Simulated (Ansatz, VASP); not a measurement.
## GaN in VASP and in Ansatz

```
Ga N
1.0
     3.37230    0.00000    0.00000
    -1.68615    2.92050    0.00000
     0.00000    0.00000    5.75490
Ga N
2 2
Cartesian
  0.0000 1.9470 5.7509
  1.6862 0.9735 2.8734
  0.0000 1.9470 2.1621
  1.6862 0.9735 5.0396
```

Alike in both runs: task single point; functional LDA; k mesh 12 × 12 × 6; occupations gaussian, width 0.05 eV; no spin polarisation.

|  | VASP | Ansatz |
| --- | --- | --- |
| version | VASP 6.6.1 | Ansatz 0.2.0 |
| potentials or method | VASP PAW LDA potentials, release 64 (Ga_d, N), cutoff 520 eV | scalar-relativistic, plane waves, PAW |
| valence electrons in the cell | 36 | 36 |

```csv
,VASP,Ansatz,Ansatz less VASP
gap on the k mesh at the Fermi level (eV),0.41,0.40,-0.011
least direct gap on the mesh (eV),0.41,0.40,-0.011
rms of the force components (eV/Å),0.080,0.088,+0.0076
```

LDA's correlation is that of Perdew and Zunger in VASP and of Perdew and Wang (1992) in Ansatz. Atom by atom the forces differ by 0.008 eV/Å (rms over components).
